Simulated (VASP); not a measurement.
## Al3B2As: single point with PBE

The system is Al3B2As.

```
Al B As
1.0
     5.74033    0.00000    0.00000
    -2.87017    4.97127    0.00000
     0.00000    0.00000    2.97315
Al B As
3 2 1
Direct
  0.50000 0.00000 0.50000
  0.00000 0.50000 0.50000
  0.50000 0.50000 0.50000
  0.33333 0.66667 0.00000
  0.66667 0.33333 0.00000
  0.00000 0.00000 0.00000
```

The cell was generated, and may not be a known phase.

| Item | Value |
| --- | --- |
| Program | VASP 6.6.1 |
| Task | single point |
| Functional | PBE |
| Potentials or basis | VASP PAW PBE potentials, release 64 (Al, B, As) |
| Cutoff | 520 eV |
| k mesh | 6 × 6 × 4 |
| Occupations | gaussian, width 0.1 eV |
| Spin | no spin polarisation |
| Dipole correction | no |
| Further INCAR settings | ALGO = Normal; EDIFF = 1e-07; NBANDS = 19 |

| Quantity | Value |
| --- | --- |
| Pressure | -0.1 GPa |
| Band gap on the k mesh | zero (bands 10 and 11 overlap by 2.16 eV) |

Stress tensor (GPa, compression positive):
```
-0.06  0.00  0.00
 0.00 -0.06  0.00
 0.00  0.00 -0.16
```

Levels at points of the mesh, in eV from the Fermi level:
| k point | band 7 | band 8 | band 9 | band 10 | band 11 | band 12 | band 13 | band 14 |
| --- | --- | --- | --- | --- | --- | --- | --- | --- |
| (0.00, 0.00, 0.00) | -4.91 | 0.87 | 1.30 | 1.30 | 2.13 | 4.52 | 4.56 | 5.42 |
| (0.50, 0.00, 0.00) | -1.64 | -1.31 | -0.52 | 1.33 | 1.67 | 2.07 | 4.16 | 5.04 |
| (0.00, 0.00, 0.50) | -3.11 | -3.11 | -1.87 | -1.87 | 0.03 | 0.03 | 0.24 | 0.24 |
| (0.50, 0.00, 0.50) | -3.91 | -1.28 | -1.18 | -0.22 | 0.96 | 0.97 | 1.52 | 1.88 |

Wall time 50 s on 1 thread of Intel Xeon 8259CL, on a shared host, peak memory 0.24 GiB.

Caveat: the k points lie up to 0.53 Å⁻¹ apart, too coarse for converged energies and pressures of a metal.
